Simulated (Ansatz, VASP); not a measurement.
One calculation of Ta4Cu, two programs

Contents of INCAR:

```
SYSTEM = Ta4Cu
ALGO     = Fast           ! electronic algorithm
EDIFF    = 1E-6           ! SCF threshold, eV
EDIFFG   = -0.01          ! ionic threshold
ENCUT    = 600            ! plane-wave cutoff, eV
GGA      = PE             ! functional
IBRION   = 2              ! ionic algorithm
ISIF     = 3              ! what is computed and relaxed
ISMEAR   = 0              ! smearing method
LASPH    = .TRUE.         ! aspherical terms in the spheres
LCHARG   = .FALSE.        ! write CHGCAR
LREAL    = .FALSE.        ! projectors in reciprocal space
LWAVE    = .FALSE.        ! write WAVECAR
NELM     = 60             ! most SCF steps
NSW      = 100            ! ionic steps
PREC     = Accurate       ! precision mode
SIGMA    = 0.1            ! smearing width, eV
```

File KPOINTS:

```
k-points
0
G
  8 8 8
  0 0 0
```

File POSCAR:

```
Ta4Cu
1.0
    4.6201243767      0.0000000000      0.0000000000
    0.0000000000      4.6201243767      0.0000000000
    0.0000000000      0.0000000000      4.6201243767
Ta Cu
4 1
Direct
    0.0000000000      0.0000000000      0.0000000000
    0.5000000000      0.5000000000      0.0000000000
    0.5000000000      0.0000000000      0.5000000000
    0.0000000000      0.5000000000      0.5000000000
    0.5000000000      0.5000000000      0.5000000000
```

Input for Ansatz:

```yaml
crystal:
  lattice:
    - [4.6201243767, 0.0, 0.0]
    - [0.0, 4.6201243767, 0.0]
    - [0.0, 0.0, 4.6201243767]
  atoms:
    - { symbol: Ta, position: [0.0, 0.0, 0.0] }
    - { symbol: Ta, position: [0.5, 0.5, 0.0] }
    - { symbol: Ta, position: [0.5, 0.0, 0.5] }
    - { symbol: Ta, position: [0.0, 0.5, 0.5] }
    - { symbol: Cu, position: [0.5, 0.5, 0.5] }
basis:
  ecutwfc: 420
kpoints:
  mp_grid: { grid: [8, 8, 8] }
hamiltonian:
  xc: pbe
scf:
  occupations: { method: gaussian, width: 0.1 }
output:
  forces: true
  stress: true
  eigenvalues: true
relax:
  adjacent_minimum: "off"
  f_tol: 0.01
  max_steps: 80
  cell: { stress_tol: 0.05 }
```

Change from the starting cell: species swapped into the Mn4N type (Pm-3m, No. 221).

Alike in both runs: task relaxation of cell and atoms; functional PBE; k mesh 8 × 8 × 8; occupations gaussian, width 0.1 eV; no spin polarisation.

|  | VASP | Ansatz |
| --- | --- | --- |
| version | VASP 6.6.1 | Ansatz 0.2.0 |
| potentials or method | VASP PAW PBE potentials, release 64 (Ta_pv, Cu), cutoff 600 eV | scalar-relativistic, plane waves, PAW |
| valence electrons in the cell | 55 | 71 |

```tsv
	VASP	Ansatz	Ansatz less VASP
gap on the k mesh at the Fermi level, each at its own relaxed structure (eV)	none	none	-
relaxed volume (Å³/atom)	19.72	19.72	0.000
relaxed length of the cell vector where the two differ most in proportion (Å)	4.620	4.620	0.0000
```

A gap of «none» marks a metal or a gap that the smearing closes. VASP's potentials hold 55 valence electrons a cell and Ansatz's 71, so a difference there can come from the potentials and not from the codes.

Neither program's run includes spin-orbit coupling. Noted on VASP's run: the relaxation stopped at its first step, so nothing moved.
